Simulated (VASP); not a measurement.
Write the native input for VASP 6.6.1 that does the following.

```yaml
Task: single point
Functional: PBE
Potentials_or_basis: VASP PAW PBE potentials, release 64 (Ga_d, N)
Cutoff: 520 eV
k_mesh: 12 × 12 × 6
Occupations: gaussian, width 0.02 eV
Spin: no spin polarisation
Dipole_correction: no
Further_INCAR_settings: ALGO = Normal; EDIFF = 1e-06; NBANDS = 26
```

The structure of GaN lies in POSCAR:

```
GaN
1.0
    3.2186227116      0.0000000000      0.0000000000
   -1.6093113558      2.7874090334      0.0000000000
    0.0000000000      0.0000000000      5.2435380280
Ga N
2 2
Direct
    0.6666666667      0.3333333333      0.4991325110
    0.3333333333      0.6666666667      0.9991325110
    0.6666666667      0.3333333333      0.8758674890
    0.3333333333      0.6666666667      0.3758674890
```

One way to write it, as run:

INCAR

```
SYSTEM = GaN
ALGO = Normal
EDIFF = 1E-6
ENCUT = 520
GGA = PE
ISIF = 2
ISMEAR = 0
LASPH = .TRUE.
LCHARG = .FALSE.
LREAL = .FALSE.
LWAVE = .FALSE.
NBANDS = 26
NELM = 100
PREC = Accurate
SIGMA = 0.02
```

KPOINTS

```
k-points
0
G
  12 12 6
  0 0 0
```

Potentials or basis: VASP PAW PBE potentials, release 64 (Ga_d, N).

Command:

```bash
$ cat potpaw_PBE.64/Ga_d/POTCAR potpaw_PBE.64/N/POTCAR > POTCAR
$ mpirun -np 1 vasp_std > vasp.out
```

It gave:

```
Pressure               : 0.1 GPa
Band gap on the k mesh : 1.71 eV
```

Wall time 100 s on 1 thread of Intel Xeon 8259CL, on a shared host, peak memory 0.21 GiB.
